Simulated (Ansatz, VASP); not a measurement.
Ti3Se in VASP and in Ansatz

File INCAR:

```
PREC = Accurate
ENCUT = 600
EDIFF = 1E-6
ISMEAR = 0
SIGMA = 0.1
LREAL = False
LASPH = True
NELM = 100
ALGO = Normal
ISIF = 3
LWAVE = False
LCHARG = False
GGA = PE
IBRION = 2
NSW = 100
EDIFFG = -0.01
```

File KPOINTS:

```
Automatic mesh
0
Gamma
  12 12 12
```

POSCAR

```
Ti3Se
1.0
    3.9906267348      0.0000000000      0.0000000000
    0.0000000000      3.9906267348      0.0000000000
    0.0000000000      0.0000000000      3.9906267348
Ti Se
3 1
Direct
    0.0000000000      0.5000000000      0.5000000000
    0.5000000000      0.0000000000      0.5000000000
    0.5000000000      0.5000000000      0.0000000000
    0.0000000000      0.0000000000      0.0000000000
```

Input for Ansatz:

```yaml
crystal:
  lattice:
    - [3.9906267348, 0.0, 0.0]
    - [0.0, 3.9906267348, 0.0]
    - [0.0, 0.0, 3.9906267348]
  atoms:
    - { symbol: Ti, position: [0.0, 0.5, 0.5] }
    - { symbol: Ti, position: [0.5, 0.0, 0.5] }
    - { symbol: Ti, position: [0.5, 0.5, 0.0] }
    - { symbol: Se, position: [0.0, 0.0, 0.0] }
basis:
  ecutwfc: 420
kpoints:
  mp_grid: { grid: [12, 12, 12] }
hamiltonian:
  xc: pbe
scf:
  occupations: { method: gaussian, width: 0.1 }
output:
  forces: true
  stress: true
  eigenvalues: true
  write_density: true
  write_potential: true
  elf: true
  volumetric_format: npy
relax:
  adjacent_minimum: "off"
  f_tol: 0.01
  max_steps: 80
  cell: { stress_tol: 0.05 }
```

Alike in both runs: task relaxation of cell and atoms; functional PBE; k mesh 12 × 12 × 12; occupations gaussian, width 0.1 eV; no spin polarisation.

```csv
,VASP,Ansatz
version,VASP 6.6.1,Ansatz 0.2.0
potentials or method,"VASP PAW PBE potentials, release 64 (Ti_sv, Se), cutoff 600 eV","scalar-relativistic, plane waves, PAW"
valence electrons in the cell,42,52
```

```tsv
	VASP	Ansatz	Ansatz less VASP
gap on the k mesh at the Fermi level, each at its own relaxed structure (eV)	none	none	-
relaxed volume (Å³/atom)	15.92	15.93	+0.006
relaxed cell length with the largest relative difference (Å)	3.993	3.994	+0.0005
```

A gap of «none» marks a metal or a gap that the smearing closes. VASP's potentials hold 42 valence electrons a cell and Ansatz's 52, so a difference there can come from the potentials and not from the codes.
